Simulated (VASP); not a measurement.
# FeRe (P-6m2) in VASP: single point with LDA

Aim: the single point of FeRe with LDA.

Program: VASP 6.6.1. These are calculated values, not measurements. Logs are shortened: lines on timing, memory, paths and dates and some standing lists are left out, and cuts for length are marked.

### 1 The cell of the first run

The structure is hexagonal, space group P-6m2 (No. 187). The conventional cell has a = 2.689 Å, b = 2.689 Å, c = 4.140 Å, α = 90.00°, β = 90.00°, γ = 120.00°. Fe (site symmetry -6m2) has 6 Re at 2.59 Å and 6 Fe at 2.69 Å within 3.4 Å. Re (site symmetry -6m2) has 6 Fe at 2.59 Å and 6 Re at 2.69 Å within 3.4 Å.

### 2 Single point, LDA, collinear spin, ferromagnetic start

INCAR

```
SYSTEM = FeRe
ALGO = Normal
EDIFF = 1E-6
ENCUT = 520
GGA = CA
ISIF = 2
ISMEAR = -1
ISPIN = 2
LASPH = .True.
LCHARG = .False.
LMAXMIX = 4
LORBIT = 11
LREAL = .False.
LWAVE = .False.
MAGMOM = 3 1.5
NBANDS = 18
NELM = 150
PREC = Accurate
SIGMA = 0.1
```

KPOINTS

```
k-points
0
Gamma
  15 15 6
  0 0 0
```

POSCAR

```
FeRe
1.0
    2.6887134566      0.0000000000      0.0000000000
   -1.3443567283      2.3284941569      0.0000000000
    0.0000000000      0.0000000000      4.1399290000
Fe Re
1 1
Direct
    0.6666666667      0.3333333333      0.5000000000
    0.3333333333      0.6666666667      0.0000000000
```

Potentials or basis: VASP PAW LDA potentials, release 64 (Fe, Re).

Run with:

```console
$ cat potpaw_LDA.64/Fe/POTCAR potpaw_LDA.64/Re/POTCAR > POTCAR
$ mpirun -np 1 vasp_std > vasp.out
```

OUTCAR:

```text
SYSTEM = FeRe
   EDIFF = 1E-6
   ENCUT = 520
   GGA = CA
   ISIF = 2
   ISMEAR = -1
   ISPIN = 2
   LASPH = .True.
   LORBIT = 11
   LREAL = .False.
   NELM = 150
   PREC = Accurate

 ion  position               nearest neighbor table
   1  0.667  0.333  0.500-   2 2.59   2 2.59   2 2.59   2 2.59   2 2.59   2 2.59
   2  0.333  0.667  0.000-   1 2.59   1 2.59   1 2.59   1 2.59   1 2.59   1 2.59

  LATTYP: Found a hexagonal cell.
 ALAT       =     2.6887134566
 C/A-ratio  =     1.5397434746

  Lattice vectors:

 A1 = (   2.6887134566,   0.0000000000,   0.0000000000)
 A2 = (  -1.3443567283,   2.3284941569,   0.0000000000)
 A3 = (   0.0000000000,   0.0000000000,   4.1399290000)

Analysis of symmetry for initial positions (statically):
=====================================================================
 Subroutine PRICEL returns:
 Original cell was already a primitive cell.

 Routine SETGRP: Setting up the symmetry group for a
 hexagonal supercell.

 Subroutine GETGRP returns: Found 12 space group operations
 (whereof 12 operations were pure point group operations)
 out of a pool of 24 trial point group operations.

The static configuration has the point symmetry D_3h.

Analysis of symmetry for dynamics (positions and initial velocities):
=====================================================================
 Subroutine PRICEL returns:
 Original cell was already a primitive cell.

 Routine SETGRP: Setting up the symmetry group for a
 hexagonal supercell.

 Subroutine GETGRP returns: Found 12 space group operations
 (whereof 12 operations were pure point group operations)
 out of a pool of 24 trial point group operations.

The dynamic configuration has the point symmetry D_3h.

Analysis of structural, dynamic, and magnetic symmetry:
=====================================================================
 Subroutine PRICEL returns:
 Original cell was already a primitive cell.

 Routine SETGRP: Setting up the symmetry group for a
 hexagonal supercell.

 Subroutine GETGRP returns: Found 12 space group operations
 (whereof 12 operations were pure point group operations)
 out of a pool of 24 trial point group operations.

The overall configuration has the point symmetry D_3h.

 Subroutine INISYM returns: Found 12 space group operations
 (whereof 12 operations are pure point group operations),
 and found     1 'primitive' translations

----------------------------------------------------------------------------------------

                                     Primitive cell

  volume of cell :      25.9187

  direct lattice vectors                    reciprocal lattice vectors
     2.688713457  0.000000000  0.000000000     0.371925092  0.214731052  0.000000000
    -1.344356728  2.328494157  0.000000000     0.000000000  0.429462104  0.000000000
     0.000000000  0.000000000  4.139929000     0.000000000  0.000000000  0.241550036

  length of vectors
     2.688713457  2.688713457  4.139929000     0.429462104  0.429462104  0.241550036

  position of ions in fractional coordinates (direct lattice)
     0.666666667  0.333333333  0.500000000
     0.333333333  0.666666667  0.000000000

  ion indices of the primitive-cell ions
   primitive index   ion index
                 1           1
                 2           2

----------------------------------------------------------------------------------------

 KPOINTS: k-points

Automatic generation of k-mesh.
 Grid dimensions read from file:
 generate k-points for:   15   15    6

 Generating k-lattice:

  Cartesian coordinates                     Fractional coordinates (reciprocal lattice)
     0.024795006  0.014315403  0.000000000     0.066666667  0.000000000  0.000000000
     0.000000000  0.028630807  0.000000000     0.000000000  0.066666667  0.000000000
     0.000000000  0.000000000  0.040258339     0.000000000  0.000000000  0.166666667

  Length of vectors
     0.028630807  0.028630807  0.040258339

  Shift w.r.t. Gamma in fractional coordinates (k-lattice)
     0.000000000  0.000000000  0.000000000

 Subroutine IBZKPT returns following result:
 ===========================================

 Found    108 irreducible k-points:

 Following reciprocal coordinates:
            Coordinates               Weight
  0.000000  0.000000  0.000000      1.000000
  0.066667  0.000000  0.000000      6.000000
  0.133333 -0.000000  0.000000      6.000000
  0.200000  0.000000  0.000000      6.000000
  0.266667 -0.000000  0.000000      6.000000
  0.333333  0.000000  0.000000      6.000000
[... 16 lines left out ...]
  0.333333  0.200000  0.000000     12.000000
  0.400000  0.200000  0.000000      6.000000
 [... further k-points ...]
   k-points           NKPTS =    108   k-points in BZ     NKDIM =    108   number of bands    NBANDS=     18
   number of dos      NEDOS =    301   number of ions     NIONS =      2
   total plane-waves  NPLWV =  12800
   dimension x,y,z NGX =    20 NGY =   20 NGZ =   32
   dimension x,y,z NGXF=    40 NGYF=   40 NGZF=   64
   ions per type =               1   1
   NGX,Y,Z   is equivalent  to a cutoff of  12.37, 12.37, 12.85 a.u.
   NGXF,Y,Z  is equivalent  to a cutoff of  24.73, 24.73, 25.70 a.u.
 SYSTEM =  FeRe
   PREC   = accura    normal or accurate (medium, high low for compatibility)
   ISTART =      0    job   : 0-new  1-cont  2-samecut
   ICHARG =      2    charge: 1-file 2-atom 10-const
   ISPIN  =      2    spin polarized calculation?
   LNONCOLLINEAR =      F non collinear calculations
   LSORBIT =      F    spin-orbit coupling
   LASPH  =      T    aspherical Exc in radial PAW
   ENCUT  =  520.0 eV  38.22 Ry    6.18 a.u.   5.00  5.00  7.70*2*pi/ulx,y,z
   NELM   =    150;   NELMIN=  2; NELMDL= -5     # of ELM steps
   EDIFF  = 0.1E-05   stopping-criterion for ELM
   LREAL  =      F    real-space projection
   EDIFFG = 0.1E-04   stopping-criterion for IOM
   NSW    =      0    number of steps for IOM
   IBRION =     -1    ionic relax: 0-MD 1-quasi-New 2-CG
   NFREE  =      0    steps in history (QN), initial steepest desc. (CG)
   ISIF   =      2    stress and relaxation
   ISYM   =      2    0-nonsym 1-usesym 2-fastsym
   POTIM  = 0.5000    time-step for ionic-motion
   TEBEG  =    0.0;   TEEND  =   0.0 temperature during run
   PSTRESS=    0.0 pullay stress
   NELECT =      15.0000    total number of electrons
   NUPDOWN=      -1.0000    fix difference up-down
   EMIN   =  10.00;   EMAX   =-10.00  energy-range for DOS
   EFERMI =   0.00;   METHOD = LEGACY
   ISMEAR =    -1;   SIGMA  =   0.10  broadening in eV -4-tet -1-fermi 0-gaus
   EFERMI_NEDOS =   21; number of points for ismear=-14 and -15
   IALGO  =     38    algorithm
   IMIX   =      4    mixing-type and parameters
     AMIX     =   0.40;   BMIX     =  1.00
     AMIX_MAG =   1.60;   BMIX_MAG =  1.00
  volume/ion in A,a.u.               =      12.96        87.45
  Fermi-wavevector in a.u.,A,eV,Ry     =   1.364272  2.578101 25.323693  1.861239
  Thomas-Fermi vector in A             =   2.490603
   LORBIT       =     11    0 simple, 1 ext, 2 COOP (PROOUT), +10 PAW based schemes
   GGA     = CA    functional components
   LHFCALC =     F    Hartree Fock is set to
   AEXX    =    0.0000 exact exchange contribution
   IVDW    =     0    specifies the selected vdW correction
   LEPSILON=     F    determine dielectric tensor
   LRPA    =     F    only Hartree local field effects (RPA)
 spin polarized calculation
  energy-cutoff  :      520.00
  volume of cell :       25.92
 maximum number of plane-waves:       715
 NGX is ok and might be reduce to    20
   NGX =  9   NGY =  9   NGZ = 15

 number of electron      14.9999995 magnetization       0.0014102

 Free energy of the ion-electron system (eV)
  ---------------------------------------------------
  ext. energy  EPLUGINS =         0.00000000
  ---------------------------------------------------
  free energy    TOTEN  =       -22.98976725 eV

  energy without entropy =      -22.92282291  energy(sigma->0) =      -22.95629508

 E-fermi :   6.9778     XC(G=0): -13.6906

 val. band max:        6.9740057338   @ k =   0.2667   0.0667   0.0000
 cond. band min:       6.9874301689   @ k =   0.2000   0.2000   0.3333
 fundamental gap:      0.0134244352
 Fermi energy:         6.9778159074

 spin component 1

 k-point     1 :       0.0000    0.0000    0.0000
  band No.  band energies     occupation
      1      -2.3338      1.00000
      2       1.2823      1.00000
      3       5.3570      1.00000
      4       5.3570      1.00000
      5       5.8236      0.99999
      6       6.0988      0.99985
[... 10 lines left out ...]
     17      28.9305      0.00000
     18      28.9305      0.00000

 k-point     2 :       0.0667    0.0000    0.0000
  band No.  band energies     occupation
      1      -2.1504      1.00000
      2       1.4138      1.00000
      3       5.0743      1.00000
      4       5.5075      1.00000
      5       5.9972      0.99994
      6       6.0583      0.99990
[... 10 lines left out ...]
     17      27.9154      0.00000
     18      29.5449      0.00000

 k-point     3 :       0.1333   -0.0000    0.0000
  band No.  band energies     occupation
      1      -1.6283      1.00000
      2       1.7726      1.00000
      3       4.5758      1.00000
      4       5.5994      1.00000
      5       5.8940      0.99998
      6       5.8943      0.99998
[... 10 lines left out ...]
     17      27.3672      0.00000
     18      28.6357      0.00000

 k-point     4 :       0.2000    0.0000    0.0000
  band No.  band energies     occupation
      1      -0.8540      1.00000
      2       2.1952      1.00000
      3       4.1753      1.00000
      4       4.6611      1.00000
      5       5.7441      1.00000
      6       5.7703      0.99999
[... 375 lines left out ...]
      4       3.8172      1.00000
      5       4.7907      1.00000
      6       5.8323      0.99999
[... 10 lines left out ...]
     17      24.7104      0.00000
     18      26.9949      0.00000

 k-point    23 :       0.3333    0.2000    0.0000
  band No.  band energies     occupation
      1       2.1926      1.00000
      2       2.5493      1.00000
      3       3.0937      1.00000
      4       4.1882      1.00000
      5       4.6853      1.00000
      6       5.6833      1.00000
[... 10 lines left out ...]
     17      24.0015      0.00000
     18      25.7504      0.00000

 k-point    24 :       0.4000    0.2000    0.0000
  band No.  band energies     occupation
      1       2.1578      1.00000
      2       2.4733      1.00000
      3       3.2001      1.00000
      4       4.3813      1.00000
      5       4.6516      1.00000
      6       5.6258      1.00000
[... 10 lines left out ...]
     17      24.3185      0.00000
     18      24.9576      0.00000

 [... further k-points ...]

 spin component 2

 k-point     1 :       0.0000    0.0000    0.0000
  band No.  band energies     occupation
      1      -2.3338      1.00000
      2       1.2824      1.00000
      3       5.3573      1.00000
      4       5.3573      1.00000
      5       5.8245      0.99999
      6       6.1000      0.99985
[... 10 lines left out ...]
     17      28.9308      0.00000
     18      28.9308      0.00000

 k-point     2 :       0.0667    0.0000    0.0000
  band No.  band energies     occupation
      1      -2.1504      1.00000
      2       1.4139      1.00000
      3       5.0746      1.00000
      4       5.5079      1.00000
      5       5.9984      0.99994
      6       6.0593      0.99990
[... 10 lines left out ...]
     17      27.9157      0.00000
     18      29.5882      0.00000

 k-point     3 :       0.1333   -0.0000    0.0000
  band No.  band energies     occupation
      1      -1.6283      1.00000
      2       1.7727      1.00000
      3       4.5760      1.00000
      4       5.6000      1.00000
      5       5.8952      0.99998
      6       5.8953      0.99998
[... 10 lines left out ...]
     17      27.3672      0.00000
     18      28.6373      0.00000

 k-point     4 :       0.2000    0.0000    0.0000
  band No.  band energies     occupation
      1      -0.8540      1.00000
      2       2.1953      1.00000
      3       4.1755      1.00000
      4       4.6614      1.00000
      5       5.7454      1.00000
      6       5.7712      0.99999
[... 375 lines left out ...]
      4       3.8176      1.00000
      5       4.7910      1.00000
      6       5.8333      0.99999
[... 10 lines left out ...]
     17      24.7105      0.00000
     18      26.9950      0.00000

 k-point    23 :       0.3333    0.2000    0.0000
  band No.  band energies     occupation
      1       2.1926      1.00000
      2       2.5495      1.00000
      3       3.0941      1.00000
      4       4.1886      1.00000
      5       4.6855      1.00000
      6       5.6843      1.00000
[... 10 lines left out ...]
     17      24.0015      0.00000
     18      25.7503      0.00000

 k-point    24 :       0.4000    0.2000    0.0000
  band No.  band energies     occupation
      1       2.1578      1.00000
      2       2.4735      1.00000
      3       3.2006      1.00000
      4       4.3817      1.00000
      5       4.6518      1.00000
      6       5.6269      1.00000
[... 10 lines left out ...]
     17      24.3185      0.00000
     18      24.9576      0.00000

 [... further k-points ...]
[... 5 lines left out ...]
  --------------------------------------------------------------------------------------
  -------------------------------------------------------------------------------------
  Total       -3.1268591     -3.1268591     -2.8814041     -0.0000000      0.0000000      0.0000000
  in kB     -193.2886410   -193.2886410   -178.1156908     -0.0000000      0.0000000      0.0000000
  external PRESSURE =    -188.2309909 kB  Pullay stress =       0.0000000 kB

 VOLUME and BASIS-vectors are now :
 -----------------------------------------------------------------------------
  energy-cutoff  :      520.00
  volume of cell :       25.92
      direct lattice vectors                 reciprocal lattice vectors
     2.688713457  0.000000000  0.000000000     0.371925092  0.214731052  0.000000000
    -1.344356728  2.328494157  0.000000000     0.000000000  0.429462104  0.000000000
     0.000000000  0.000000000  4.139929000     0.000000000  0.000000000  0.241550036

 POSITION                                       TOTAL-FORCE (eV/Angst)
 -----------------------------------------------------------------------------------
      1.34436      0.77616      2.06996         0.000000     -0.000000      0.000000
     -0.00000      1.55233      0.00000        -0.000000      0.000000      0.000000
 -----------------------------------------------------------------------------------
    total drift:                                0.000000     -0.000000      0.000000

  FREE ENERGIE OF THE ION-ELECTRON SYSTEM (eV)
  ---------------------------------------------------
  free  energy   TOTEN  =       -22.9897672478 eV

  energy  without entropy=      -22.9228229144  energy(sigma->0) =      -22.95629508

 total charge

# of ion       s       p       d       tot
------------------------------------------
    1        0.472   0.559   6.322   7.353
    2        0.657   0.667   4.877   6.201
--------------------------------------------------
tot          1.129   1.226  11.199  13.554

 magnetization (x)

# of ion       s       p       d       tot
------------------------------------------
    1       -0.000  -0.000   0.001   0.001
    2       -0.000  -0.000  -0.000  -0.000
--------------------------------------------------
tot         -0.000  -0.000   0.001   0.001
```

Wall time 44 s (1 thread of Intel Xeon 6975P-C (Granite Rapids), shared host); peak memory 0.19 GiB.

Results:

```
Free energy                                           : -22.9898 eV
Pressure                                              : -18.8 GPa
Net moment                                            : 0.00 μB per cell
Valence electrons inside the program's atomic spheres : Fe 7.35; Re 6.20
```

Stress tensor (GPa, compression positive):
```
-19.33   0.00   0.00
  0.00 -19.33   0.00
  0.00   0.00 -17.81
```

Caveat: the starting moments collapsed, and a magnetic state may lie lower; spin-orbit coupling is left out, which moves the levels of the heavy elements.
